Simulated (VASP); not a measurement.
MoS2, 3 atoms in the cell. Symmetry: P-3m1, No. 164, trigonal system. The conventional cell has a = 3.291 Å, b = 3.291 Å, c = 6.436 Å, α = 90.00°, β = 90.00°, γ = 120.00°. Mo (site symmetry -3m) has 6 S at 2.47 Å and 6 Mo at 3.29 Å within 3.3 Å. Within 3.3 Å of S (site symmetry 3m) lie 3 Mo at 2.47 Å and 6 S at 3.29 Å. 

```yaml
Program: VASP 6.6.1
Task: single point
Functional: PBEsol
Potentials_or_basis: VASP PAW PBE potentials, release 64 (Mo_sv, S)
Cutoff: 520 eV
k_mesh: 8 × 8 × 4
Occupations: gaussian, width 0.1 eV
Spin: no spin polarisation
Dipole_correction: no
Further_INCAR_settings: ALGO = Normal; EDIFF = 1e-07; NBANDS = 20
```

Potentials or basis: VASP PAW PBE potentials, release 64 (Mo_sv, S).

Command:

```console
$ cat potpaw_PBE.64/Mo_sv/POTCAR potpaw_PBE.64/S/POTCAR > POTCAR
$ mpirun -np 1 vasp_std > vasp.out
```

Hardware: 1 thread of Intel Xeon 8259CL, with other jobs on the host.

**Question.** Estimate the wall time of this run.

**Answer.** Run time: 60 s on 1 thread of Intel Xeon 8259CL (shared host), peak memory 0.19 GiB. Counts: scf iterations 16, k points 35.
